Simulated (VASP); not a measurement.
Nb:

```
Nb
1.0
    -1.65035    1.65035    1.65035
     1.65035   -1.65035    1.65035
     1.65035    1.65035   -1.65035
Nb
1
Direct
  0.00000 0.00000 0.00000
```

| Property | Result |
| --- | --- |
| Program | VASP 6.6.1 |
| Task | relaxation of cell and atoms |
| Functional | LDA |
| Potentials or basis | VASP PAW LDA potentials, release 64 (Nb_sv) |
| Cutoff | 600 eV |
| k mesh | 18 × 18 × 18 |
| Occupations | fermi-dirac, width 0.08 eV |
| Spin | no spin polarisation |

At the start: pressure -8.4 GPa; volume 17.98 Å³/atom.

Task: Where does the relaxation end?

Result: Over 4 steps the energy falls by 23.0 meV/atom and the volume is 17.13 Å³/atom (-4.7 %); space group Im-3m (No. 229, to 0.05 Å).

Step by step:
```
step  energy change (eV)  largest force (eV/Å)  pressure (GPa)  volume (Å³)
   1              0.0000                0.0000           -8.40        17.98
   2              0.0651                0.0000           20.25        15.64
   3             -0.0230                0.0000           -0.26        17.16
   4             -0.0230                0.0000           -0.03        17.13
```

Final structure:
```xyz
1
Lattice="-1.6240 1.6240 1.6240 1.6240 -1.6240 1.6240 1.6240 1.6240 -1.6240" Properties=species:S:1:pos:R:3 pbc="T T T"
Nb    1.6240    1.6240   -1.6240
```
